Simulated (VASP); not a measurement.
# CuSi16 (a cell with a defect) in VASP: relaxation of the atoms with PBE

Aim: the relaxation of the atoms of CuSi16 (a cell with a defect) with PBE.

Program: VASP 6.6.1. These are calculated values, not measurements. Logs are shortened: lines on timing, memory, paths and dates and some standing lists are left out, and cuts for length are marked.

## Step 1: The cell of the first run

The cell holds a defect, 17 atoms: a = 7.679 Å, b = 7.679 Å, c = 7.679 Å, α = 60.00°, β = 60.00°, γ = 60.00°.

## Step 2: Relaxation of the atoms, PBE

INCAR reads:

```
SYSTEM = CuSi16
  PREC = Accurate
  ENCUT = 520
  EDIFF = 1E-6
  ISMEAR = -1
  SIGMA = 0.02
  LREAL = Auto
  LASPH = .TRUE.
  NELM = 60
  ALGO = Normal
  ISIF = 2
  LWAVE = .FALSE.
  LCHARG = .FALSE.
  GGA = PE
  IBRION = 2
  NSW = 80
  EDIFFG = -0.03
  NELECT = 74.0
```

KPOINTS reads:

```
regular mesh
0
G
  2 2 2
  0 0 0
```

POSCAR reads:

```
CuSi16
1.0
    0.0000000000      5.4300000000      5.4300000000
    5.4300000000      0.0000000000      5.4300000000
    5.4300000000      5.4300000000      0.0000000000
Si Cu
16 1
Direct
    0.0000000000      0.0000000000      0.0000000000
    0.1250000000      0.1250000000      0.1250000000
    0.0000000000      0.0000000000      0.5000000000
    0.1250000000      0.1250000000      0.6250000000
    0.0000000000      0.5000000000      0.0000000000
    0.1250000000      0.6250000000      0.1250000000
    0.0000000000      0.5000000000      0.5000000000
    0.1250000000      0.6250000000      0.6250000000
    0.5000000000      0.0000000000      0.0000000000
    0.6250000000      0.1250000000      0.1250000000
    0.5000000000      0.0000000000      0.5000000000
    0.6250000000      0.1250000000      0.6250000000
    0.5000000000      0.5000000000      0.0000000000
    0.6250000000      0.6250000000      0.1250000000
    0.5000000000      0.5000000000      0.5000000000
    0.6250000000      0.6250000000      0.6250000000
    0.0625373000      0.3132258000      0.8165092000
```

Potentials or basis: VASP PAW PBE potentials, release 64 (Si, Cu).

Command:

```sh
$ cat potpaw_PBE.64/Si/POTCAR potpaw_PBE.64/Cu/POTCAR > POTCAR
$ mpirun -np 1 vasp_std > vasp.out
```

OUTCAR:

```text
SYSTEM = CuSi16
   PREC = Accurate
   ENCUT = 520
   EDIFF = 1E-6
   ISMEAR = -1
   LREAL = Auto
   LASPH = .TRUE.
   NELM = 60
   ISIF = 2
   GGA = PE
   IBRION = 2
   NSW = 80
   EDIFFG = -0.03
   NELECT = 74.0

 ion  position               nearest neighbor table
   1  0.000  0.000  0.000-  17 2.26   4 2.35   6 2.35  10 2.35   2 2.35
   2  0.125  0.125  0.125-  17 2.22   3 2.35   5 2.35   9 2.35   1 2.35
   3  0.000  0.000  0.500-   2 2.35   4 2.35   8 2.35  12 2.35
   4  0.125  0.125  0.625-  17 2.28   3 2.35   7 2.35  11 2.35   1 2.35
   5  0.000  0.500  0.000-  17 2.22   6 2.35   8 2.35  14 2.35   2 2.35
   6  0.125  0.625  0.125-   1 2.35   5 2.35   7 2.35  13 2.35
   7  0.000  0.500  0.500-  17 2.28   6 2.35   8 2.35  16 2.35   4 2.35
   8  0.125  0.625  0.625-  17 2.25   5 2.35   7 2.35  15 2.35   3 2.35
   9  0.500  0.000  0.000-   2 2.35  10 2.35  12 2.35  14 2.35
  10  0.625  0.125  0.125-   1 2.35   9 2.35  11 2.35  13 2.35
  11  0.500  0.000  0.500-   4 2.35  10 2.35  12 2.35  16 2.35
  12  0.625  0.125  0.625-   3 2.35   9 2.35  11 2.35  15 2.35
  13  0.500  0.500  0.000-   6 2.35  10 2.35  14 2.35  16 2.35
  14  0.625  0.625  0.125-   5 2.35   9 2.35  13 2.35  15 2.35
  15  0.500  0.500  0.500-   8 2.35  12 2.35  14 2.35  16 2.35
  16  0.625  0.625  0.625-   7 2.35  11 2.35  13 2.35  15 2.35
  17  0.063  0.313  0.817-   5 2.22   2 2.22   8 2.25   1 2.26   7 2.28   4 2.28

  LATTYP: Found a face centered cubic cell.
 ALAT       =    10.8600000000

  Lattice vectors:

 A1 = (   0.0000000000,   5.4300000000,   5.4300000000)
 A2 = (   5.4300000000,   0.0000000000,   5.4300000000)
 A3 = (   5.4300000000,   5.4300000000,   0.0000000000)

Analysis of symmetry for initial positions (statically):
=====================================================================
 Subroutine PRICEL returns:
 Original cell was already a primitive cell.

 Routine SETGRP: Setting up the symmetry group for a
 face centered cubic supercell.

 Subroutine GETGRP returns: Found  1 space group operations
 (whereof  1 operations were pure point group operations)
 out of a pool of 48 trial point group operations.

The static configuration has the point symmetry C_1 .

Analysis of symmetry for dynamics (positions and initial velocities):
=====================================================================
 Subroutine PRICEL returns:
 Original cell was already a primitive cell.

 Routine SETGRP: Setting up the symmetry group for a
 face centered cubic supercell.

 Subroutine GETGRP returns: Found  1 space group operations
 (whereof  1 operations were pure point group operations)
 out of a pool of 48 trial point group operations.

The dynamic configuration has the point symmetry C_1 .

 Subroutine INISYM returns: Found  1 space group operations
 (whereof  1 operations are pure point group operations),
 and found     1 'primitive' translations

----------------------------------------------------------------------------------------

                                     Primitive cell

  volume of cell :     320.2060

  direct lattice vectors                    reciprocal lattice vectors
     0.000000000  5.430000000  5.430000000    -0.092081031  0.092081031  0.092081031
     5.430000000  0.000000000  5.430000000     0.092081031 -0.092081031  0.092081031
     5.430000000  5.430000000  0.000000000     0.092081031  0.092081031 -0.092081031

  length of vectors
     7.679179644  7.679179644  7.679179644     0.159489025  0.159489025  0.159489025

  position of ions in fractional coordinates (direct lattice)
     0.000000000  0.000000000  0.000000000
     0.125000000  0.125000000  0.125000000
     0.000000000  0.000000000  0.500000000
     0.125000000  0.125000000  0.625000000
     0.000000000  0.500000000  0.000000000
     0.125000000  0.625000000  0.125000000
[... 9 lines left out ...]
     0.625000000  0.625000000  0.625000000
     0.062537300  0.313225800  0.816509200

  ion indices of the primitive-cell ions
   primitive index   ion index
                 1           1
                 2           2
                 3           3
                 4           4
                 5           5
                 6           6
[... 9 lines left out ...]
                16          16
                17          17

----------------------------------------------------------------------------------------

 KPOINTS: regular mesh

Automatic generation of k-mesh.
 Grid dimensions read from file:
 generate k-points for:    2    2    2

 Generating k-lattice:

  Cartesian coordinates                     Fractional coordinates (reciprocal lattice)
    -0.046040516  0.046040516  0.046040516     0.500000000  0.000000000  0.000000000
     0.046040516 -0.046040516  0.046040516     0.000000000  0.500000000  0.000000000
     0.046040516  0.046040516 -0.046040516     0.000000000  0.000000000  0.500000000

  Length of vectors
     0.079744512  0.079744512  0.079744512

  Shift w.r.t. Gamma in fractional coordinates (k-lattice)
     0.000000000  0.000000000  0.000000000

 Subroutine IBZKPT returns following result:
 ===========================================

 Found      8 irreducible k-points:

 Following reciprocal coordinates:
            Coordinates               Weight
  0.000000  0.000000  0.000000      1.000000
  0.500000  0.000000  0.000000      1.000000
  0.000000  0.500000  0.000000      1.000000
  0.000000  0.000000  0.500000      1.000000
  0.500000  0.500000  0.500000      1.000000
  0.500000  0.500000  0.000000      1.000000
  0.000000  0.500000  0.500000      1.000000
  0.500000  0.000000  0.500000      1.000000
   k-points           NKPTS =      8   k-points in BZ     NKDIM =      8   number of bands    NBANDS=     46
   number of dos      NEDOS =    301   number of ions     NIONS =     17
   total plane-waves  NPLWV = 216000
   dimension x,y,z NGX =    60 NGY =   60 NGZ =   60
   dimension x,y,z NGXF=   120 NGYF=  120 NGZF=  120
   ions per type =              16   1
   NGX,Y,Z   is equivalent  to a cutoff of  12.99, 12.99, 12.99 a.u.
   NGXF,Y,Z  is equivalent  to a cutoff of  25.98, 25.98, 25.98 a.u.
 SYSTEM =  CuSi16
   PREC   = accura    normal or accurate (medium, high low for compatibility)
   ISTART =      0    job   : 0-new  1-cont  2-samecut
   ICHARG =      2    charge: 1-file 2-atom 10-const
   ISPIN  =      1    spin polarized calculation?
   LNONCOLLINEAR =      F non collinear calculations
   LSORBIT =      F    spin-orbit coupling
   LASPH  =      T    aspherical Exc in radial PAW
   ENCUT  =  520.0 eV  38.22 Ry    6.18 a.u.  14.28 14.28 14.28*2*pi/ulx,y,z
   NELM   =     60;   NELMIN=  2; NELMDL= -5     # of ELM steps
   EDIFF  = 0.1E-05   stopping-criterion for ELM
   LREAL  =      T    real-space projection
   EDIFFG = -.3E-01   stopping-criterion for IOM
   NSW    =     80    number of steps for IOM
   IBRION =      2    ionic relax: 0-MD 1-quasi-New 2-CG
   NFREE  =      1    steps in history (QN), initial steepest desc. (CG)
   ISIF   =      2    stress and relaxation
   ISYM   =      2    0-nonsym 1-usesym 2-fastsym
   POTIM  = 0.5000    time-step for ionic-motion
   TEBEG  =    0.0;   TEEND  =   0.0 temperature during run
   PSTRESS=    0.0 pullay stress
   NELECT =      74.0000    total number of electrons
   NUPDOWN=      -1.0000    fix difference up-down
   EMIN   =  10.00;   EMAX   =-10.00  energy-range for DOS
   EFERMI =   0.00;   METHOD = LEGACY
   ISMEAR =    -1;   SIGMA  =   0.02  broadening in eV -4-tet -1-fermi 0-gaus
   EFERMI_NEDOS =   21; number of points for ismear=-14 and -15
   IALGO  =     38    algorithm
   IMIX   =      4    mixing-type and parameters
     AMIX     =   0.40;   BMIX     =  1.00
     AMIX_MAG =   1.60;   BMIX_MAG =  1.00
  volume/ion in A,a.u.               =      18.84       127.11
  Fermi-wavevector in a.u.,A,eV,Ry     =   1.004636  1.898488 13.732283  1.009294
  Thomas-Fermi vector in A             =   2.137265
   LORBIT       =      0    0 simple, 1 ext, 2 COOP (PROOUT), +10 PAW based schemes
   GGA     = PE    functional components
   LHFCALC =     F    Hartree Fock is set to
   AEXX    =    0.0000 exact exchange contribution
   IVDW    =     0    specifies the selected vdW correction
   LEPSILON=     F    determine dielectric tensor
   LRPA    =     F    only Hartree local field effects (RPA)
 conjugate gradient relaxation of ions
 non-spin polarized calculation
  energy-cutoff  :      520.00
  volume of cell :      320.21
 maximum number of plane-waves:      8646
 NGX is ok and might be reduce to    60
   NGX = 29   NGY = 29   NGZ = 29

--------------------------------------- Ionic step        1  -------------------------------------------

 number of electron      74.0000005 magnetization

 Free energy of the ion-electron system (eV)
  ---------------------------------------------------
  ext. energy  EPLUGINS =         0.00000000
  ---------------------------------------------------
  free energy    TOTEN  =       -93.55398058 eV

  energy without entropy =      -93.54575791  energy(sigma->0) =      -93.54986924

------------------------ aborting loop because EDIFF is reached ----------------------------------------

  FORCE on cell =-STRESS in cart. coord.  units (eV):
  Direction    XX          YY          ZZ          XY          YZ          ZX
  --------------------------------------------------------------------------------------
  -------------------------------------------------------------------------------------
  Total        2.3557363      2.3416652      2.3075662      2.2142453     -2.2077563      2.2094798
  in kB       11.7871219     11.7167159     11.5460987     11.0791596    -11.0466915     11.0553153
  external PRESSURE =      11.6833122 kB  Pullay stress =       0.0000000 kB
[... 134 lines left out ...]
  FREE ENERGIE OF THE ION-ELECTRON SYSTEM (eV)
  ---------------------------------------------------
  free  energy   TOTEN  =       -93.9959870025 eV

  energy  without entropy=      -93.9912946781  energy(sigma->0) =      -93.99364084

[... ionic steps 4 to 13 ...]

--------------------------------------- Ionic step       14  -------------------------------------------

 number of electron      73.9999995 magnetization

------------------------ aborting loop because EDIFF is reached ----------------------------------------

  FORCE on cell =-STRESS in cart. coord.  units (eV):
  Direction    XX          YY          ZZ          XY          YZ          ZX
  --------------------------------------------------------------------------------------
  -------------------------------------------------------------------------------------
  Total       -1.0193773     -1.0170165     -1.0131251     -0.4572532      0.4197908     -0.4332578
  in kB       -5.1005386     -5.0887266     -5.0692554     -2.2879041      2.1004580     -2.1678413
  external PRESSURE =      -5.0861735 kB  Pullay stress =       0.0000000 kB
[... 87 lines left out ...]
  energy  without entropy=      -94.1562885398  energy(sigma->0) =      -94.16024447

--------------------------------------- Ionic step       16  -------------------------------------------

 number of electron      73.9999994 magnetization

 Free energy of the ion-electron system (eV)
  ---------------------------------------------------
  ext. energy  EPLUGINS =         0.00000000
  ---------------------------------------------------
  free energy    TOTEN  =       -94.16443889 eV

  energy without entropy =      -94.15663091  energy(sigma->0) =      -94.16053490

 E-fermi :   6.4185     XC(G=0):  -9.6172

 val. band max:        6.4043676348   @ k =   0.0000   0.0000   0.0000
 cond. band min:       6.4483516032   @ k =   0.0000   0.0000   0.0000
 fundamental gap:      0.0439839684
 Fermi energy:         6.4184785104

 k-point     1 :       0.0000    0.0000    0.0000
  band No.  band energies     occupation
      1      -5.9025      2.00000
      2      -3.5567      2.00000
      3      -3.5050      2.00000
      4      -3.5040      2.00000
      5      -3.4743      2.00000
      6      -1.9453      2.00000
[... 425 lines left out ...]
  FREE ENERGIE OF THE ION-ELECTRON SYSTEM (eV)
  ---------------------------------------------------
  free  energy   TOTEN  =       -94.1644388879 eV

  energy  without entropy=      -94.1566309127  energy(sigma->0) =      -94.16053490

 reached required accuracy - stopping structural energy minimisation
```

Wall time 54 min (1 thread of Oxide Virtual Turin-like, shared host); peak memory 0.53 GiB.

Results:

| Quantity | Value |
| --- | --- |
| Free energy | -94.1644 eV |
| Energy gained by relaxing | 35.9 meV/atom |
| Ionic steps | 16 |
| Largest force after relaxing | 0.015 eV/Å |

Forces on the atoms (eV/Å):
```
Si  -0.006  0.001  0.002
Si   0.010 -0.001 -0.003
Si  -0.005 -0.008 -0.005
Si  -0.002 -0.006 -0.002
Si  -0.002  0.008  0.004
Si  -0.006 -0.003  0.003
Si  -0.007  0.000  0.000
Si   0.005 -0.003 -0.002
Si  -0.003  0.000  0.001
Si   0.000  0.001 -0.002
Si   0.001 -0.001 -0.001
Si   0.001  0.006  0.004
Si   0.005 -0.001 -0.004
Si  -0.001 -0.001 -0.001
Si  -0.001  0.000  0.002
Si   0.000 -0.002  0.002
Cu   0.012  0.010  0.002
```

The path:
```tsv
step	energy change (eV)	largest force (eV/Å)	pressure (GPa)
1	0.0000	1.9537	1.17
2	-0.4419	0.5499	0.23
3	-0.4420	0.5509	0.25
4	-0.4847	0.3457	0.17
5	-0.4930	0.3338	0.16
6	-0.5144	0.1781	0.11
7	-0.5232	0.2664	0.06
8	-0.5400	0.2318	0.05
9	-0.5779	0.1708	-0.13
10	-0.5932	0.3445	-0.53
11	-0.5974	0.2235	-0.38
12	-0.6094	0.0635	-0.53
13	-0.6096	0.0474	-0.50
14	-0.6102	0.0461	-0.51
15	-0.6102	0.0559	-0.54
16	-0.6105	0.0153	-0.53
```

Final structure:
```yaml
crystal:
  lattice:
    - [0.00000, 5.43000, 5.43000]
    - [5.43000, 0.00000, 5.43000]
    - [5.43000, 5.43000, 0.00000]
  atoms:
    - { symbol: Si, position: [0.00334, 0.98250, 0.00736] }
    - { symbol: Si, position: [0.12159, 0.11809, 0.14286] }
    - { symbol: Si, position: [0.96185, 0.01266, 0.51309] }
    - { symbol: Si, position: [0.12167, 0.11796, 0.61805] }
    - { symbol: Si, position: [0.00344, 0.50710, 0.00750] }
    - { symbol: Si, position: [0.16321, 0.61247, 0.11263] }
    - { symbol: Si, position: [0.00329, 0.50711, 0.48264] }
    - { symbol: Si, position: [0.12160, 0.64257, 0.61828] }
    - { symbol: Si, position: [0.49251, 0.99876, 0.01010] }
    - { symbol: Si, position: [0.63240, 0.11516, 0.12644] }
    - { symbol: Si, position: [0.49260, 0.99881, 0.49900] }
    - { symbol: Si, position: [0.58977, 0.13683, 0.63694] }
    - { symbol: Si, position: [0.53528, 0.48824, 0.98844] }
    - { symbol: Si, position: [0.63251, 0.62626, 0.12636] }
    - { symbol: Si, position: [0.49254, 0.50993, 0.49893] }
    - { symbol: Si, position: [0.63236, 0.62631, 0.61535] }
    - { symbol: Cu, position: [0.06259, 0.31248, 0.81254] }
```

Caveat: the k points lie up to 0.50 Å⁻¹ apart; the cell carries a net charge on a neutralising background, which shifts energy and pressure; the cell is charged against a uniform background, so pressure and absolute levels hang on convention.
